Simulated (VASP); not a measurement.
GaN:

```
Ga N
1.0
     2.98064    0.00000    0.00000
    -1.49032    2.58131    0.00000
     0.00000    0.00000    2.68337
Ga N
1 1
Direct
  0.66667 0.33333 0.50000
  0.00000 0.00000 0.00000
```

| Quantity | Value |
| --- | --- |
| Program | VASP 6.6.1 |
| Task | relaxation of cell and atoms |
| Functional | PBEsol |
| Potentials or basis | VASP PAW PBE potentials, release 64 (Ga_d, N) |
| Cutoff | 600 eV |
| k mesh | 10 × 10 × 10 |
| Occupations | fermi-dirac, width 0.05 eV |
| Spin | no spin polarisation |

At the start: pressure -6.4 GPa; volume 10.32 Å³/atom.

**Question.** How do energy, volume and symmetry change on relaxing?

**Answer.** Over 5 steps the energy falls by 7.6 meV/atom and the volume is 9.95 Å³/atom (-3.6 %); space group P-6m2 (No. 187, to 0.1 Å) before and after.

The path:
| step | energy change (eV) | largest force (eV/Å) | pressure (GPa) | volume (Å³) |
| --- | --- | --- | --- | --- |
| 1 | 0.0000 | 0.0000 | -6.40 | 20.65 |
| 2 | -0.0070 | 0.0000 | 5.04 | 19.44 |
| 3 | -0.0149 | 0.0000 | -0.12 | 19.93 |
| 4 | -0.0151 | 0.0000 | 0.02 | 19.89 |
| 5 | -0.0152 | 0.0000 | -0.04 | 19.90 |

Final structure:
```xyz
2
Lattice="2.9428 0.0000 0.0000 -1.4714 2.5485 0.0000 0.0000 0.0000 2.6538" Properties=species:S:1:pos:R:3 pbc="T T T"
Ga    1.4714    0.8495    1.3269
N    -1.4714    2.5485    0.0000
```

Caveat: the PAW data sets were made with another functional, which shifts forces and pressure a little.
